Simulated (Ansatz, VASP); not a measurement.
One calculation of GaN, two programs

```xyz
2
Lattice="2.2277 2.2277 0.0000 -2.2277 2.2277 0.0000 0.0000 2.2277 2.2277" Properties=species:S:1:pos:R:3 pbc="T T T"
Ga    0.0000    0.0000    0.0000
N    -1.1139    3.3416    1.1139
```

Change from the starting cell: unstrained.

Alike in both runs: task single point; functional LDA; k mesh 10 × 10 × 10; no spin polarisation.

```csv
,VASP,Ansatz
version,VASP 6.6.1,Ansatz 0.2.0
potentials or method,"VASP PAW LDA potentials, release 64 (Ga_d, N), cutoff 520 eV","all-electron LAPW, scalar-relativistic"
occupations,"gaussian, width 0.01 eV",fixed
```

VASP gave:

| Quantity | Value |
| --- | --- |
| gap on the k mesh at the Fermi level (eV) | 1.97 |
| pressure (GPa) | 1.1 |

Task: Which values does Ansatz return?

Result: gap on the k mesh at the Fermi level (eV): 1.96; pressure (GPa): 0.2.

LDA's correlation is that of Perdew and Zunger in VASP and of Perdew and Wang (1992) in Ansatz. Ansatz ran all-electron here, and VASP with PAW potentials.
